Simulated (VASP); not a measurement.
# Sb (R-3m) in VASP: notebook, part 2 of 2

VASP 6.6.1.

## 6. Single point, PBE

The input, INCAR:

```
SYSTEM = Sb
PREC = Accurate
ENCUT = 520
EDIFF = 1E-7
ISMEAR = 0
SIGMA = 0.018000000000000002
LREAL = .False.
LASPH = .True.
NELM = 80
ALGO = Normal
ISIF = 2
LWAVE = .False.
LCHARG = .True.
GGA = PE
LELF = .True.
LVHAR = .True.
NBANDS = 12
```

The input, KPOINTS:

```
Automatic mesh
0
Gamma
  8 8 8
  0 0 0
```

The input, POSCAR:

```
Sb
1.0
    2.1542000000      1.2437279499      3.7580000000
   -2.1542000000      1.2437279499      3.7580000000
    0.0000000000     -2.4874558998      3.7580000000
Sb
2
Direct
    0.7665100000      0.7665100000      0.7665100000
    0.2334900000      0.2334900000      0.2334900000
```

Potentials or basis: VASP PAW PBE potentials, release 64 (Sb).

Command:

```bash
> cat potpaw_PBE.64/Sb/POTCAR > POTCAR
> mpirun -np 1 vasp_std > vasp.out
```

OUTCAR:

```text
SYSTEM = Sb
   PREC = Accurate
   ENCUT = 520
   EDIFF = 1E-7
   ISMEAR = 0
   LREAL = .False.
   LASPH = .True.
   NELM = 80
   ISIF = 2
   GGA = PE

 ion  position               nearest neighbor table
   1  0.767  0.767  0.767-   2 2.91   2 2.91   2 2.91   2 3.35   2 3.35   2 3.35
   2  0.233  0.233  0.233-   1 2.91   1 2.91   1 2.91   1 3.35   1 3.35   1 3.35

  LATTYP: Found a trigonal (rhomboedric) cell.
 ALAT       =     4.5066618304
 COS(alpha) =     0.5430253624

  Lattice vectors:

 A1 = (   2.1542000000,   1.2437279499,   3.7580000000)
[... 548 lines left out ...]

  FORCE on cell =-STRESS in cart. coord.  units (eV):
  Direction    XX          YY          ZZ          XY          YZ          ZX
  --------------------------------------------------------------------------------------
  -------------------------------------------------------------------------------------
  Total        1.1404584      1.1404584      0.8589838      0.0000000      0.0000000     -0.0000000
  in kB       30.2461826     30.2461826     22.7811748      0.0000000      0.0000000     -0.0000000
  external PRESSURE =      27.7578467 kB  Pullay stress =       0.0000000 kB

 VOLUME and BASIS-vectors are now :
 -----------------------------------------------------------------------------
  energy-cutoff  :      520.00
  volume of cell :       60.41
      direct lattice vectors                 reciprocal lattice vectors
     2.154200000  1.243727950  3.758000000     0.232104726  0.134005726  0.088699663
    -2.154200000  1.243727950  3.758000000    -0.232104726  0.134005726  0.088699663
     0.000000000 -2.487455900  3.758000000     0.000000000 -0.268011452  0.088699663

 POSITION                                       TOTAL-FORCE (eV/Angst)
 -----------------------------------------------------------------------------------
      0.00000      0.00000      8.64163         0.000000      0.000000     -0.184675
      0.00000      0.00000      2.63237         0.000000     -0.000000      0.184675
 -----------------------------------------------------------------------------------
    total drift:                                0.000000     -0.000000     -0.000000

  FREE ENERGIE OF THE ION-ELECTRON SYSTEM (eV)
  ---------------------------------------------------
  free  energy   TOTEN  =        -8.2562083815 eV

  energy  without entropy=       -8.2560874052  energy(sigma->0) =       -8.25614789
```

OSZICAR:

```text
N       E                     dE             d eps       ncg     rms          rms(c)
DAV:   1     0.354683150338E+02    0.35468E+02   -0.36115E+03  1560   0.661E+02
DAV:   2    -0.627199131971E+01   -0.41740E+02   -0.40182E+02  2084   0.107E+02
DAV:   3    -0.824039767043E+01   -0.19684E+01   -0.19595E+01  1944   0.260E+01
DAV:   4    -0.825766932332E+01   -0.17272E-01   -0.17271E-01  1776   0.293E+00
DAV:   5    -0.825788291269E+01   -0.21359E-03   -0.21359E-03  1944   0.356E-01    0.302E+00
DAV:   6    -0.825660796409E+01    0.12749E-02   -0.23130E-03  1804   0.324E-01    0.182E+00
DAV:   7    -0.825605867718E+01    0.54929E-03   -0.57390E-03  1832   0.498E-01    0.771E-02
DAV:   8    -0.825618190043E+01   -0.12322E-03   -0.14605E-04  1932   0.758E-02    0.214E-02
DAV:   9    -0.825620685830E+01   -0.24958E-04   -0.32795E-05  1788   0.340E-02    0.437E-03
DAV:  10    -0.825620795582E+01   -0.10975E-05   -0.23242E-06  1896   0.872E-03    0.118E-03
DAV:  11    -0.825620821314E+01   -0.25732E-06   -0.27355E-07  1876   0.310E-03    0.723E-04
DAV:  12    -0.825620837843E+01   -0.16529E-06   -0.32049E-08  1160   0.972E-04    0.192E-04
DAV:  13    -0.825620838147E+01   -0.30358E-08   -0.59001E-09   932   0.511E-04
   1 F= -.82562084E+01 E0= -.82561479E+01  d E =-.120976E-03
```

stdout:

```text
POSCAR found type information on POSCAR Sb
 POSCAR found :  1 types and       2 ions
 scaLAPACK will be used
 LDA part: xc-table for (Slater+PW92), standard interpolation
 POSCAR, INCAR and KPOINTS ok, starting setup
 FFT: planning ... GRIDC
 FFT: planning ... GRID_SOFT
 FFT: planning ... GRID
 WAVECAR not read
 entering main loop
```

Wall time 58 s (1 thread of Intel Xeon 8259CL, shared host); peak memory 0.22 GiB.

Results:

- Free energy: -8.2562 eV
- Pressure: 2.8 GPa
- Largest force: 0.185 eV/Å
- Band gap on the k mesh: zero (bands 5 and 6 overlap by 0.30 eV)

Forces on the atoms (eV/Å):
```
Sb   0.000  0.000 -0.185
Sb   0.000  0.000  0.185
```

Stress tensor (GPa, compression positive):
```
3.02 0.00 0.00
0.00 3.02 0.00
0.00 0.00 2.28
```

Levels at points of the mesh, in eV from the Fermi level:
| k point | band 1 | band 2 | band 3 | band 4 | band 5 | band 6 | band 7 | band 8 | band 9 | band 10 |
| --- | --- | --- | --- | --- | --- | --- | --- | --- | --- | --- |
| (0.00, 0.00, 0.00) | -12.82 | -4.89 | -2.16 | -1.89 | -1.89 | 1.97 | 2.60 | 2.60 | 4.99 | 4.99 |
| (0.50, 0.00, 0.00) | -10.46 | -9.73 | -2.04 | -1.92 | -0.38 | -0.30 | 0.10 | 0.41 | 7.47 | 8.11 |
| (0.50, 0.50, 0.00) | -10.45 | -8.10 | -5.53 | -3.85 | -3.76 | 1.43 | 4.85 | 5.43 | 6.85 | 8.60 |
| (0.50, 0.50, 0.50) | -11.29 | -9.07 | -1.41 | -1.41 | -0.57 | 0.04 | 0.04 | 1.04 | 6.90 | 8.55 |

Caveat: spin-orbit coupling is left out, which moves the levels of the heavy elements.

## 7. Summary

```tsv
level	cell	smearing	gap on the mesh (eV)	pressure (GPa)	largest force (eV/Å)
PBE	a = 4.507 Å, angles 57.1°, 2 atoms, atomic positions A	gaussian 0.026 eV	none	2.8	0.19
PBE	a = 4.507 Å, angles 57.1°, 2 atoms, atomic positions A	gaussian 0.013 eV	none	2.8	0.18
PBE	a = 4.507 Å, angles 57.1°, 2 atoms, atomic positions A	gaussian 0.025 eV	none	2.8	0.18
RPBE+D3(BJ)	a = 4.153 Å, angles 56.2°, 2 atoms, atomic positions B	fermi-dirac 0.05 eV	none	0.3	-
PBE	a = 4.507 Å, angles 57.1°, 2 atoms, atomic positions A	gaussian 0.018 eV	none	2.8	0.18
```

Alike in all rows: task single point; potentials or basis VASP PAW PBE potentials, release 64 (Sb); no spin polarisation; k mesh 8 × 8 × 8; cutoff (eV) 520.

Caveats: spin-orbit coupling is left out, which moves the levels of the heavy elements; the PAW data sets were made with another functional, which shifts forces and pressure a little (at least some runs).

Absolute energies hang on the potentials; compare differences alone.
